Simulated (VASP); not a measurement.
# In4Sb (Cmmm) in VASP: a series of runs

In4Sb is run at these levels: PBE; tasks: relaxation of cell and atoms, single point.

All numbers are computed with VASP 6.6.1; they aren't measurements. Logs are shortened: lines on timing, memory, paths and dates and some standing lists are left out, and cuts for length are marked.

### 1 The cell of the first run

Symmetry: Cmmm, No. 65, orthorhombic system. Conventional cell: a = 8.626 Å, b = 10.832 Å, c = 3.284 Å, α = 90.00°, β = 90.00°, γ = 90.00°. In (site symmetry 2mm) has 7 In at 3.11 to 3.28 Å and 2 Sb at 3.21 Å within 4.1 Å. In (site symmetry 2/m) has 8 In at 3.22 to 4.31 Å and 2 Sb at 3.46 Å within 4.4 Å. Within 4.2 Å of Sb (site symmetry mmm) lie 8 In at 3.21 to 3.46 Å and 2 Sb at 3.28 Å.

The cell was built from a structure type or drawn by symmetry, and may not be a known phase.

### 2 Relaxation of cell and atoms, PBE

INCAR reads:

```
PREC = Accurate
ENCUT = 600
EDIFF = 1E-6
ISMEAR = 0
SIGMA = 0.1
LREAL = False
LASPH = True
NELM = 60
ALGO = Fast
ISIF = 3
LWAVE = False
LCHARG = False
GGA = PE
IBRION = 2
NSW = 90
EDIFFG = -0.04
```

KPOINTS reads:

```
regular mesh
0
Gamma
  4 4 6
```

POSCAR reads:

```
In4Sb
1.0
    4.3128010528     -5.4159798601      0.0000000000
    4.3128010528      5.4159798601      0.0000000000
    0.0000000000      0.0000000000      3.2837033178
In Sb
4 1
Direct
    0.1802974507      0.1802974507      0.5000000000
    0.8197025493      0.8197025493      0.5000000000
    0.0000000000      0.5000000000      0.0000000000
    0.5000000000      0.0000000000      0.0000000000
    0.5000000000      0.5000000000      0.0000000000
```

Potentials or basis: VASP PAW PBE potentials, release 64 (In_d, Sb).

Command:

```sh
$ cat potpaw_PBE.64/In_d/POTCAR potpaw_PBE.64/Sb/POTCAR > POTCAR
$ mpirun -np 1 vasp_std > vasp.out
```

OUTCAR:

```text
PREC = Accurate
   ENCUT = 600
   EDIFF = 1E-6
   ISMEAR = 0
   LREAL = False
   LASPH = True
   NELM = 60
   ISIF = 3
   GGA = PE
   IBRION = 2
   NSW = 90
   EDIFFG = -0.04

 ion  position               nearest neighbor table
   1  0.180  0.180  0.500-   2 3.11   5 3.21   5 3.21   3 3.22   3 3.22   4 3.22   4 3.22
   2  0.820  0.820  0.500-   1 3.11   5 3.21   5 3.21   3 3.22   3 3.22   4 3.22   4 3.22
   3  0.000  0.500  0.000-   1 3.22   2 3.22   1 3.22   2 3.22   5 3.46   5 3.46
   4  0.500  0.000  0.000-   1 3.22   2 3.22   1 3.22   2 3.22   5 3.46   5 3.46
   5  0.500  0.500  0.000-   1 3.21   2 3.21   1 3.21   2 3.21   3 3.46   4 3.46   4 3.46   3 3.46

  LATTYP: Found a base centered orthorhombic cell.
 ALAT       =     8.6256021056
 B/A-ratio  =     1.2557917219
 C/A-ratio  =     0.3806926493

  Lattice vectors:

 A1 = (   4.3128010528,  -5.4159798601,   0.0000000000)
 A2 = (   4.3128010528,   5.4159798601,   0.0000000000)
 A3 = (   0.0000000000,   0.0000000000,   3.2837033178)

Analysis of symmetry for initial positions (statically):
=====================================================================
 Subroutine PRICEL returns:
 Original cell was already a primitive cell.

 Routine SETGRP: Setting up the symmetry group for a
 base centered orthorhombic supercell.

 Subroutine GETGRP returns: Found  8 space group operations
 (whereof  8 operations were pure point group operations)
 out of a pool of  8 trial point group operations.

The static configuration has the point symmetry D_2h.

Analysis of symmetry for dynamics (positions and initial velocities):
=====================================================================
 Subroutine PRICEL returns:
 Original cell was already a primitive cell.

 Routine SETGRP: Setting up the symmetry group for a
 base centered orthorhombic supercell.

 Subroutine GETGRP returns: Found  8 space group operations
 (whereof  8 operations were pure point group operations)
 out of a pool of  8 trial point group operations.

The dynamic configuration has the point symmetry D_2h.

 Subroutine INISYM returns: Found  8 space group operations
 (whereof  8 operations are pure point group operations),
 and found     1 'primitive' translations

----------------------------------------------------------------------------------------

                                     Primitive cell

  volume of cell :     153.4018

[... 97 lines left out ...]
   NSW    =     90    number of steps for IOM
   IBRION =      2    ionic relax: 0-MD 1-quasi-New 2-CG
   NFREE  =      1    steps in history (QN), initial steepest desc. (CG)
   ISIF   =      3    stress and relaxation
   ISYM   =      2    0-nonsym 1-usesym 2-fastsym
   POTIM  = 0.5000    time-step for ionic-motion
   TEBEG  =    0.0;   TEEND  =   0.0 temperature during run
   PSTRESS=    0.0 pullay stress
   NELECT =      57.0000    total number of electrons
   NUPDOWN=      -1.0000    fix difference up-down
   EMIN   =  10.00;   EMAX   =-10.00  energy-range for DOS
   EFERMI =   0.00;   METHOD = LEGACY
   ISMEAR =     0;   SIGMA  =   0.10  broadening in eV -4-tet -1-fermi 0-gaus
   EFERMI_NEDOS =   21; number of points for ismear=-14 and -15
   IALGO  =     68    algorithm
   IMIX   =      4    mixing-type and parameters
     AMIX     =   0.40;   BMIX     =  1.00
     AMIX_MAG =   1.60;   BMIX_MAG =  1.00
  volume/ion in A,a.u.               =      30.68       207.04
  Fermi-wavevector in a.u.,A,eV,Ry     =   1.176945  2.224104 18.846797  1.385201
  Thomas-Fermi vector in A             =   2.313301
   LORBIT       =      0    0 simple, 1 ext, 2 COOP (PROOUT), +10 PAW based schemes
   GGA     = PE    functional components
   LHFCALC =     F    Hartree Fock is set to
   AEXX    =    0.0000 exact exchange contribution
   IVDW    =     0    specifies the selected vdW correction
   LEPSILON=     F    determine dielectric tensor
   LRPA    =     F    only Hartree local field effects (RPA)
 conjugate gradient relaxation of ions
 non-spin polarized calculation
 RMM-DIIS sequential band-by-band and
 Gauss-broadening in eV      SIGMA  =   0.10
  energy-cutoff  :      600.00
  volume of cell :      153.40
 maximum number of plane-waves:      5160
   NGX = 27   NGY = 27   NGZ = 13

--------------------------------------- Ionic step        1  -------------------------------------------

 number of electron      56.9999995 magnetization

 Free energy of the ion-electron system (eV)
  ---------------------------------------------------
  ext. energy  EPLUGINS =         0.00000000
  ---------------------------------------------------
  free energy    TOTEN  =       -13.73617729 eV

  energy without entropy =      -13.72208328  energy(sigma->0) =      -13.72913028

------------------------ aborting loop because EDIFF is reached ----------------------------------------

  FORCE on cell =-STRESS in cart. coord.  units (eV):
  Direction    XX          YY          ZZ          XY          YZ          ZX
  --------------------------------------------------------------------------------------
  -------------------------------------------------------------------------------------
  Total        1.7826890     -0.0257727     -1.0390033      0.0000000      0.0000000      0.0000000
  in kB       18.6189765     -0.2691789    -10.8516835      0.0000000      0.0000000      0.0000000
  external PRESSURE =       2.4993714 kB  Pullay stress =       0.0000000 kB
[... 299 lines left out ...]
--------------------------------------- Ionic step        9  -------------------------------------------

 number of electron      56.9999971 magnetization

 Free energy of the ion-electron system (eV)
  ---------------------------------------------------
  ext. energy  EPLUGINS =         0.00000000
  ---------------------------------------------------
  free energy    TOTEN  =       -13.83234153 eV

  energy without entropy =      -13.82018093  energy(sigma->0) =      -13.82626123

 E-fermi :   6.0366     XC(G=0):  -9.3983

 val. band max:        5.9958572831   @ k =   0.2500   0.2500   0.5000
 cond. band min:       6.0714432077   @ k =   0.0000   0.0000   0.3333
 fundamental gap:      0.0755859246
 Fermi energy:         6.0365512737

 k-point     1 :       0.0000    0.0000    0.0000
  band No.  band energies     occupation
      1      -8.8320      2.00000
      2      -8.7877      2.00000
      3      -8.7331      2.00000
      4      -8.6522      2.00000
      5      -8.6279      2.00000
      6      -8.6192      2.00000
[... 877 lines left out ...]
     33       7.0904      0.00000
     34       8.9497      0.00000

 [... further k-points ...]
[... 5 lines left out ...]
  --------------------------------------------------------------------------------------
  -------------------------------------------------------------------------------------
  Total        0.1227668      0.1683244      0.0699834     -0.0000000      0.0000000      0.0000000
  in kB        1.2813399      1.7568325      0.7304301     -0.0000000      0.0000000      0.0000000
  external PRESSURE =       1.2562008 kB  Pullay stress =       0.0000000 kB
[... 20 lines left out ...]
  FREE ENERGIE OF THE ION-ELECTRON SYSTEM (eV)
  ---------------------------------------------------
  free  energy   TOTEN  =       -13.8323415280 eV

  energy  without entropy=      -13.8201809265  energy(sigma->0) =      -13.82626123

 reached required accuracy - stopping structural energy minimisation
```

OSZICAR:

```text
N       E                     dE             d eps       ncg     rms          rms(c)
DAV:   1     0.548244949756E+03    0.54824E+03   -0.28932E+04  1904   0.222E+03
DAV:   2     0.418591534112E+02   -0.50639E+03   -0.50127E+03  1904   0.509E+02
DAV:   3    -0.115660192840E+02   -0.53425E+02   -0.52557E+02  2258   0.190E+02
[... 102 lines left out ...]
RMM:   6    -0.138323368586E+02   -0.59272E-05   -0.25374E-05  2170   0.492E-02    0.719E-02
RMM:   7    -0.138323387906E+02   -0.19320E-05   -0.86248E-06  1886   0.201E-02    0.793E-02
RMM:   8    -0.138323398111E+02   -0.10205E-05   -0.16891E-06  1130   0.130E-02    0.863E-02
RMM:   9    -0.138323410910E+02   -0.12799E-05   -0.12560E-06  1075   0.116E-02    0.935E-02
RMM:  10    -0.138323415280E+02   -0.43701E-06   -0.77904E-07  1065   0.701E-03
   9 F= -.13832342E+02 E0= -.13826261E+02  d E =-.221572E-02
```

CONTCAR:

```text
In4Sb
   1.00000000000000
     4.4958504405072892   -5.2840279749581098    0.0000000000000000
     4.4958504405072892    5.2840279749581098    0.0000000000000000
     0.0000000000000000    0.0000000000000000    3.2308760887582468
  In              Sb
     4     1
Direct
     0.1681638381757267    0.1681638381757267    0.5000000000000000
     0.8318361618242733    0.8318361618242733    0.5000000000000000
     0.0000000000000000    0.5000000000000000    0.0000000000000000
     0.5000000000000000    0.0000000000000000    0.0000000000000000
     0.5000000000000000    0.5000000000000000    0.0000000000000000

  0.00000000E+00  0.00000000E+00  0.00000000E+00
  0.00000000E+00  0.00000000E+00  0.00000000E+00
  0.00000000E+00  0.00000000E+00  0.00000000E+00
  0.00000000E+00  0.00000000E+00  0.00000000E+00
  0.00000000E+00  0.00000000E+00  0.00000000E+00
```

Run time: 11 min. Hardware: 1 thread of Intel Xeon 6975P-C (Granite Rapids), shared host; peak memory 0.39 GiB.

Results:

```
Free energy                           : -13.8323 eV
Relaxed volume                        : 30.70 Å³/atom
Relaxed cell                          : a = 6.938 Å, b = 6.938 Å, c = 3.231 Å, α = 90.00°, β = 90.00°, γ = 99.22°
Space group after relaxing (to 0.1 Å) : Cmmm (No. 65)
Energy gained by relaxing             : 19.2 meV/atom
Ionic steps                           : 9
Pressure after relaxing               : 0.1 GPa
Largest force after relaxing          : 0.021 eV/Å
Band gap on the k mesh                : zero (an odd number of electrons rules out a gap without spin polarisation)
```

Forces on the atoms (eV/Å):
```
In  -0.021  0.000  0.000
In   0.021  0.000  0.000
In   0.000  0.000  0.000
In   0.000  0.000  0.000
Sb   0.000  0.000  0.000
```

Step by step:
```
step  energy change (eV)  largest force (eV/Å)  pressure (GPa)  volume (Å³)
   1              0.0000                0.4093            0.25       153.40
   2             -0.0499                0.3085            0.07       154.44
   3             -0.0770                0.2022           -0.17       155.55
   4             -0.0782                0.1783           -0.23       155.82
   5             -0.0873                0.1470           -0.16       154.74
   6             -0.0937                0.0836            0.32       152.10
   7             -0.0939                0.0943            0.27       152.45
   8             -0.0959                0.0058           -0.12       153.84
   9             -0.0962                0.0205            0.13       153.51
```

Final structure:
```
CELL_PARAMETERS angstrom
4.49585 -5.28403 0.00000
4.49585 5.28403 0.00000
0.00000 0.00000 3.23088
ATOMIC_POSITIONS crystal
In 0.16816 0.16816 0.50000
In 0.83184 0.83184 0.50000
In 0.00000 0.50000 0.00000
In 0.50000 0.00000 0.00000
Sb 0.50000 0.50000 0.00000
```

Caveat: spin-orbit coupling is left out, which moves the levels of the heavy elements.

[end of part 1 of 2]
